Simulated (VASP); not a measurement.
A run of VASP 6.6.1:

Contents of INCAR:

```
ALGO     = Normal         # electronic algorithm
EDIFF    = 1E-8           # SCF threshold, eV
ENCUT    = 600            # plane-wave cutoff, eV
IBRION   = 6              # ionic algorithm
ISIF     = 3              # what is computed and relaxed
ISMEAR   = -1             # smearing method
LASPH    = True           # aspherical terms in the spheres
LCHARG   = False          # write CHGCAR
LREAL    = False          # projectors in reciprocal space
LWAVE    = False          # write WAVECAR
NBANDS   = 14             # bands
NELM     = 60             # most SCF steps
NFREE    = 2            
NSW      = 1              # ionic steps
POTIM    = 0.015          # step
PREC     = Accurate       # precision mode
SIGMA    = 0.15           # smearing width, eV
```

File KPOINTS:

```
k-points
0
Gamma
  3 3 3
```

File POSCAR:

```
ScAl
1.0
    3.3103785501      0.0000000000      0.0000000000
    0.0000000000      3.3103785501      0.0000000000
    0.0000000000      0.0000000000      3.3103785501
Sc Al
1 1
Direct
    0.5000000000      0.5000000000      0.5000000000
    0.0000000000      0.0000000000      0.0000000000
```

Potentials or basis: VASP PAW LDA potentials, release 64 (Sc_sv, Al).

Command:

```bash
$ cat potpaw_LDA.64/Sc_sv/POTCAR potpaw_LDA.64/Al/POTCAR > POTCAR
$ mpirun -np 1 vasp_std > vasp.out
```

Hardware: 1 thread of Intel Xeon 8259CL (shared host).

Question: How long does it take, and how much memory?

Answer: It took 110 s on 1 thread of Intel Xeon 8259CL (shared host), peak memory 0.15 GiB. Counts: scf iterations 160, k points 4.
